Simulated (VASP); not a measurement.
# BaS (I4/mmm) in VASP: notebook, part 2 of 4

VASP 6.6.1.

## (4) Single point, LDA (strain +0.0100 x Voigt [0, 0, 1, 0, 0, 0])

Input file INCAR:

```
  PREC = Accurate
  ENCUT = 520
  EDIFF = 1E-7
  ISMEAR = 0
  SIGMA = 0.05
  LREAL = False
  LASPH = True
  NELM = 100
  ALGO = Normal
  ISIF = 2
  LWAVE = False
  LCHARG = True
  GGA = CA
  LELF = True
  LVHAR = True
  NBANDS = 15
```

Input file KPOINTS:

```
Automatic mesh
0
Gamma
  8 8 8
```

Input file POSCAR:

```
BaS
1.0
    0.0000000000      3.1937500000      3.2256875000
    3.1937500000      0.0000000000      3.2256875000
    3.1937500000      3.1937500000      0.0000000000
Ba S
1 1
Direct
    0.0000000000      0.0000000000      0.0000000000
    0.5000000000      0.5000000000      0.5000000000
```

Potentials or basis: VASP PAW LDA potentials, release 64 (Ba_sv, S).

On the command line:

```
> cat potpaw_LDA.64/Ba_sv/POTCAR potpaw_LDA.64/S/POTCAR > POTCAR
> mpirun -np 1 vasp_std > vasp.out
```

OUTCAR:

```text
PREC = Accurate
   ENCUT = 520
   EDIFF = 1E-7
   ISMEAR = 0
   LREAL = False
   LASPH = True
   NELM = 100
   ISIF = 2
   GGA = CA

 ion  position               nearest neighbor table
   1  0.000  0.000  0.000-   2 3.19   2 3.19   2 3.19   2 3.19   2 3.23   2 3.23
   2  0.500  0.500  0.500-   1 3.19   1 3.19   1 3.19   1 3.19   1 3.23   1 3.23

  LATTYP: Found a body centered tetragonal cell.
 ALAT       =     4.5166445648
 C/A-ratio  =     1.4283556980

  Lattice vectors:

 A1 = (  -3.1937500000,   0.0000000000,   3.2256875000)
 A2 = (   3.1937500000,   0.0000000000,   3.2256875000)
 A3 = (   0.0000000000,   3.1937500000,  -3.2256875000)

Analysis of symmetry for initial positions (statically):
=====================================================================
 Subroutine PRICEL returns:
 Original cell was already a primitive cell.

 Routine SETGRP: Setting up the symmetry group for a
 body centered tetragonal supercell.

 Subroutine GETGRP returns: Found 16 space group operations
 (whereof 16 operations were pure point group operations)
 out of a pool of 16 trial point group operations.

The static configuration has the point symmetry D_4h.

Analysis of symmetry for dynamics (positions and initial velocities):
=====================================================================
 Subroutine PRICEL returns:
 Original cell was already a primitive cell.

 Routine SETGRP: Setting up the symmetry group for a
 body centered tetragonal supercell.

 Subroutine GETGRP returns: Found 16 space group operations
 (whereof 16 operations were pure point group operations)
 out of a pool of 16 trial point group operations.

The dynamic configuration has the point symmetry D_4h.

 Subroutine INISYM returns: Found 16 space group operations
 (whereof 16 operations are pure point group operations),
 and found     1 'primitive' translations

----------------------------------------------------------------------------------------

                                     Primitive cell

  volume of cell :      65.8043

  direct lattice vectors                    reciprocal lattice vectors
     0.000000000  3.193750000  3.225687500    -0.156555773  0.156555773  0.155005716
     3.193750000  0.000000000  3.225687500     0.156555773 -0.156555773  0.155005716
     3.193750000  3.193750000  0.000000000     0.156555773  0.156555773 -0.155005716

  length of vectors
     4.539283964  4.539283964  4.516644565     0.270270590  0.270270590  0.270270590

  position of ions in fractional coordinates (direct lattice)
     0.000000000  0.000000000  0.000000000
     0.500000000  0.500000000  0.500000000

  ion indices of the primitive-cell ions
   primitive index   ion index
                 1           1
                 2           2

----------------------------------------------------------------------------------------

 KPOINTS: Automatic mesh

Automatic generation of k-mesh.
 Grid dimensions read from file:
 generate k-points for:    8    8    8

 Generating k-lattice:

  Cartesian coordinates                     Fractional coordinates (reciprocal lattice)
    -0.019569472  0.019569472  0.019375714     0.125000000 -0.000000000  0.000000000
     0.019569472 -0.019569472  0.019375714    -0.000000000  0.125000000  0.000000000
     0.019569472  0.019569472 -0.019375714     0.000000000  0.000000000  0.125000000

[... 40 lines left out ...]
   total plane-waves  NPLWV =  46656
   dimension x,y,z NGX =    36 NGY =   36 NGZ =   36
   dimension x,y,z NGXF=    72 NGYF=   72 NGZF=   72
   ions per type =               1   1
   NGX,Y,Z   is equivalent  to a cutoff of  13.18, 13.18, 13.25 a.u.
   NGXF,Y,Z  is equivalent  to a cutoff of  26.37, 26.37, 26.50 a.u.
 SYSTEM =  unknown system
   PREC   = accura    normal or accurate (medium, high low for compatibility)
   ISTART =      0    job   : 0-new  1-cont  2-samecut
   ICHARG =      2    charge: 1-file 2-atom 10-const
   ISPIN  =      1    spin polarized calculation?
   LNONCOLLINEAR =      F non collinear calculations
   LSORBIT =      F    spin-orbit coupling
   LASPH  =      T    aspherical Exc in radial PAW
   ENCUT  =  520.0 eV  38.22 Ry    6.18 a.u.   8.44  8.44  8.40*2*pi/ulx,y,z
   NELM   =    100;   NELMIN=  2; NELMDL= -5     # of ELM steps
   EDIFF  = 0.1E-06   stopping-criterion for ELM
   LREAL  =      F    real-space projection
   EDIFFG = 0.1E-05   stopping-criterion for IOM
   NSW    =      0    number of steps for IOM
   IBRION =     -1    ionic relax: 0-MD 1-quasi-New 2-CG
   NFREE  =      0    steps in history (QN), initial steepest desc. (CG)
   ISIF   =      2    stress and relaxation
   ISYM   =      2    0-nonsym 1-usesym 2-fastsym
   POTIM  = 0.5000    time-step for ionic-motion
   TEBEG  =    0.0;   TEEND  =   0.0 temperature during run
   PSTRESS=    0.0 pullay stress
   NELECT =      16.0000    total number of electrons
   NUPDOWN=      -1.0000    fix difference up-down
   EMIN   =  10.00;   EMAX   =-10.00  energy-range for DOS
   EFERMI =   0.00;   METHOD = LEGACY
   ISMEAR =     0;   SIGMA  =   0.05  broadening in eV -4-tet -1-fermi 0-gaus
   EFERMI_NEDOS =   21; number of points for ismear=-14 and -15
   IALGO  =     38    algorithm
   IMIX   =      4    mixing-type and parameters
     AMIX     =   0.40;   BMIX     =  1.00
     AMIX_MAG =   1.60;   BMIX_MAG =  1.00
  volume/ion in A,a.u.               =      32.90       222.03
  Fermi-wavevector in a.u.,A,eV,Ry     =   1.021794  1.930911 14.205346  1.044063
  Thomas-Fermi vector in A             =   2.155438
   LORBIT       =      0    0 simple, 1 ext, 2 COOP (PROOUT), +10 PAW based schemes
   GGA     = CA    functional components
   LHFCALC =     F    Hartree Fock is set to
   AEXX    =    0.0000 exact exchange contribution
   IVDW    =     0    specifies the selected vdW correction
   LEPSILON=     F    determine dielectric tensor
   LRPA    =     F    only Hartree local field effects (RPA)
 non-spin polarized calculation
 Gauss-broadening in eV      SIGMA  =   0.05
  energy-cutoff  :      520.00
  volume of cell :       65.80
 maximum number of plane-waves:      1807
 NGX is ok and might be reduce to    36
   NGX = 17   NGY = 17   NGZ = 17

 number of electron      16.0000002 magnetization

 Free energy of the ion-electron system (eV)
  ---------------------------------------------------
  ext. energy  EPLUGINS =         0.00000000
  ---------------------------------------------------
  free energy    TOTEN  =       -11.15068245 eV

  energy without entropy =      -11.15068245  energy(sigma->0) =      -11.15068245

 E-fermi :   1.4161     XC(G=0):  -8.9516

 val. band max:        1.1981677491   @ k =   0.0000   0.0000   0.0000
 cond. band min:       3.1055383471   @ k =   0.5000   0.0000   0.5000
 fundamental gap:      1.9073705980
 Fermi energy:         1.4160949953

 k-point     1 :       0.0000    0.0000    0.0000
  band No.  band energies     occupation
      1     -24.8418      2.00000
      2      -9.9167      2.00000
      3      -9.9167      2.00000
      4      -9.9156      2.00000
      5      -9.1129      2.00000
      6       1.1667      2.00000
      7       1.1982      2.00000
      8       1.1982      2.00000
      9       4.4479      0.00000
     10       4.8422      0.00000
     11       4.9112      0.00000
     12       4.9112      0.00000
     13       5.8364      0.00000
     14       5.8917      0.00000
[... 401 lines left out ...]
      2     -10.8095      2.00000
      3      -9.9871      2.00000
      4      -9.9785      2.00000
      5      -8.1740      2.00000
      6      -0.3810      2.00000
      7       0.3399      2.00000
      8       0.4962      2.00000
      9       4.8430      0.00000
     10       6.7080      0.00000
     11       6.7984      0.00000
     12       6.9995      0.00000
     13       7.7319      0.00000
     14       9.1606      0.00000
     15      11.1570      0.00000

 [... further k-points ...]

------------------------ aborting loop because EDIFF is reached ----------------------------------------

  FORCE on cell =-STRESS in cart. coord.  units (eV):
  Direction    XX          YY          ZZ          XY          YZ          ZX
  --------------------------------------------------------------------------------------
  -------------------------------------------------------------------------------------
  Total       -0.8146774     -0.8146774     -1.1199837      0.0000000      0.0000000      0.0000000
  in kB      -19.8354527    -19.8354527    -27.2689345      0.0000000      0.0000000      0.0000000
  external PRESSURE =     -22.3132800 kB  Pullay stress =       0.0000000 kB

 VOLUME and BASIS-vectors are now :
 -----------------------------------------------------------------------------
  energy-cutoff  :      520.00
  volume of cell :       65.80
      direct lattice vectors                 reciprocal lattice vectors
     0.000000000  3.193750000  3.225687500    -0.156555773  0.156555773  0.155005716
     3.193750000  0.000000000  3.225687500     0.156555773 -0.156555773  0.155005716
     3.193750000  3.193750000  0.000000000     0.156555773  0.156555773 -0.155005716

 POSITION                                       TOTAL-FORCE (eV/Angst)
 -----------------------------------------------------------------------------------
      0.00000      0.00000      0.00000        -0.000000      0.000000      0.000000
      3.19375      3.19375      3.22569         0.000000     -0.000000     -0.000000
 -----------------------------------------------------------------------------------
    total drift:                                0.000000      0.000000      0.000000

  FREE ENERGIE OF THE ION-ELECTRON SYSTEM (eV)
  ---------------------------------------------------
  free  energy   TOTEN  =       -11.1506824510 eV

  energy  without entropy=      -11.1506824510  energy(sigma->0) =      -11.15068245
```

OSZICAR:

```text
N       E                     dE             d eps       ncg     rms          rms(c)
DAV:   1     0.799681723002E+02    0.79968E+02   -0.68253E+03  1770   0.928E+02
DAV:   2    -0.690719563833E+01   -0.86875E+02   -0.78442E+02  2428   0.166E+02
DAV:   3    -0.115819506098E+02   -0.46748E+01   -0.46432E+01  2455   0.404E+01
DAV:   4    -0.116799926101E+02   -0.98042E-01   -0.98018E-01  2384   0.584E+00
DAV:   5    -0.116817617222E+02   -0.17691E-02   -0.17691E-02  2568   0.604E-01    0.478E+00
DAV:   6    -0.111778731382E+02    0.50389E+00   -0.66944E-01  2029   0.488E+00    0.330E+00
DAV:   7    -0.111557969050E+02    0.22076E-01   -0.13389E-01  2212   0.201E+00    0.192E+00
DAV:   8    -0.111515637969E+02    0.42331E-02   -0.21146E-02  1980   0.819E-01    0.263E-01
DAV:   9    -0.111505243687E+02    0.10394E-02   -0.25735E-03  2134   0.295E-01    0.145E-01
DAV:  10    -0.111506939786E+02   -0.16961E-03   -0.22369E-04  2050   0.102E-01    0.326E-02
DAV:  11    -0.111506816629E+02    0.12316E-04   -0.45754E-05  2309   0.381E-02    0.127E-02
DAV:  12    -0.111506823917E+02   -0.72881E-06   -0.39908E-06  2029   0.110E-02    0.695E-03
DAV:  13    -0.111506824510E+02   -0.59271E-07   -0.25979E-07  2253   0.291E-03
   1 F= -.11150682E+02 E0= -.11150682E+02  d E =-.620154E-12
```

stdout:

```text
POSCAR found type information on POSCAR BaS
 POSCAR found :  2 types and       2 ions
 scaLAPACK will be used
 LDA part: xc-table for (Slater(with rela. corr.)+CA(PZ))
 , standard interpolation
 POSCAR, INCAR and KPOINTS ok, starting setup
 FFT: planning ... GRIDC
 FFT: planning ... GRID_SOFT
 FFT: planning ... GRID
 WAVECAR not read
 entering main loop
```

It took 37 s on 1 thread of Intel Xeon Platinum 8488C (Sapphire Rapids), shared host; peak memory 0.21 GiB.

Results:

| Quantity | Value |
| --- | --- |
| Free energy | -11.1507 eV |
| Pressure | -2.2 GPa |
| Band gap on the k mesh | 1.91 eV, indirect (least direct gap 2.05 eV) |

Stress tensor (GPa, compression positive):
```
-1.98  0.00  0.00
 0.00 -1.98  0.00
 0.00  0.00 -2.73
```

Caveat: the cell differs from its parent crystal (strain +0.0100 x Voigt [0, 0, 1, 0, 0, 0]); spin-orbit coupling is left out, which moves the levels of the heavy elements.

(Continued in part 3 of 4.)
